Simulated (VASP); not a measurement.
Here is a VASP 6.6.1 calculation.

Contents of INCAR:

```
ALGO = Normal
EDIFF = 1E-6
ENCUT = 400
GGA = PE
GGA_COMPAT = False
ISIF = 2
ISMEAR = 0
LASPH = True
LCHARG = True
LELF = True
LREAL = False
LVHAR = True
LWAVE = False
NBANDS = 8
NELM = 120
PREC = Accurate
SIGMA = 0.1
```

KPOINTS

```
k-points
0
Gamma
  4 4 4
```

The input POSCAR:

```
Al
1.0
    0.0000000000      5.8591090000      5.8591090000
    5.8591090000      0.0000000000      5.8591090000
    5.8591090000      5.8591090000      0.0000000000
Al
1
Direct
    0.0000000000      0.0000000000      0.0000000000
```

Potentials or basis: VASP PAW PBE potentials, release 64 (Al).

Run with:

```bash
$ cat potpaw_PBE.64/Al/POTCAR > POTCAR
$ mpirun -np 1 vasp_std > vasp.out
```

Q: Estimate the pressure.

A: -0.1 GPa.
